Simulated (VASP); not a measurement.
Set up this calculation in VASP 6.6.1, as the native input.

```yaml
Task: single point
Functional: PBEsol
Potentials_or_basis: VASP PAW PBE potentials, release 64 (Mg, O)
Cutoff: 520 eV
k_mesh: 12 × 12 × 12
Occupations: gaussian, width 0.05 eV
Spin: no spin polarisation
Dipole_correction: no
Further_INCAR_settings: ALGO = Normal; EDIFF = 1e-06; NBANDS = 14
```

The structure of MgO2 lies in POSCAR:

```
MgO2
1.0
    1.7331418973      1.0006299410      3.6337380299
   -1.7331418973      1.0006299410      3.6337380299
    0.0000000000     -2.0012598819      3.6337380299
Mg O
1 2
Direct
    0.0000000000      0.0000000000      0.0000000000
    0.4287860000      0.4287860000      0.4287860000
    0.5712140000      0.5712140000      0.5712140000
```

This cell differs from its parent crystal: strain +0.080 along x and y, +0.040 along z.

The input as run:

INCAR

```
SYSTEM = MgO2
PREC = Accurate
ENCUT = 520
EDIFF = 1E-6
ISMEAR = 0
SIGMA = 0.05
LREAL = .FALSE.
LASPH = .TRUE.
NELM = 60
ALGO = Normal
ISIF = 2
LWAVE = .FALSE.
LCHARG = .FALSE.
GGA = PS
NBANDS = 14
```

KPOINTS

```
regular mesh
0
G
  12 12 12
  0 0 0
```

Potentials or basis: VASP PAW PBE potentials, release 64 (Mg, O).

Run with:

```console
$ cat potpaw_PBE.64/Mg/POTCAR potpaw_PBE.64/O/POTCAR > POTCAR
$ mpirun -np 1 vasp_std > vasp.out
```

It gave:

```json
{
 "Pressure": "-19.0 GPa",
 "Largest force": "0.390 eV/Å",
 "Band gap on the k mesh": "1.62 eV"
}
```

Caveat: the cell differs from its parent crystal (strain +0.080 along x and y, +0.040 along z); the cell stands under tension; the PAW data sets were made with another functional, which shifts forces and pressure a little.

Run time: 38 s on 1 thread of Intel(R) Xeon(R) 6975P-C (Granite Rapids), on a shared host, peak memory 0.24 GiB.
